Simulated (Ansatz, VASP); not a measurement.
**One calculation of Hf, two programs**

```
CELL_PARAMETERS angstrom
3.11840 0.00000 0.00000
-1.55920 2.70061 0.00000
0.00000 0.00000 4.94755
ATOMIC_POSITIONS crystal
Hf 0.33333 0.66667 0.25000
Hf 0.66667 0.33333 0.75000
```

Alike in both runs: task single point; functional LDA; k mesh 12 × 12 × 7; occupations gaussian, width 0.01 eV; no spin polarisation.

|  | VASP | Ansatz |
| --- | --- | --- |
| version | VASP 6.6.1 | Ansatz 0.2.0 |
| potentials or method | VASP PAW LDA potentials, release 64 (Hf_pv), cutoff 520 eV | plane waves (420 eV) with PAW, scalar-relativistic |
| valence electrons in the cell | 20 | 52 |

VASP gave:

| Quantity | Value |
| --- | --- |
| pressure (GPa) | 0.2 |
| traceless stress, the component that is largest in VASP (GPa) | -0.11 |

What did Ansatz give for the same quantities?

Pressure (GPa): 0.2; traceless stress, the component that is largest in VASP (GPa): -0.12.

Ansatz warns that its potentials were made for another functional, while VASP's fit it. LDA's correlation is that of Perdew and Zunger in VASP and of Perdew and Wang (1992) in Ansatz. VASP's potentials hold 20 valence electrons a cell and Ansatz's 52, so a difference there can come from the potentials and not from the codes.

Spin-orbit coupling is off throughout.
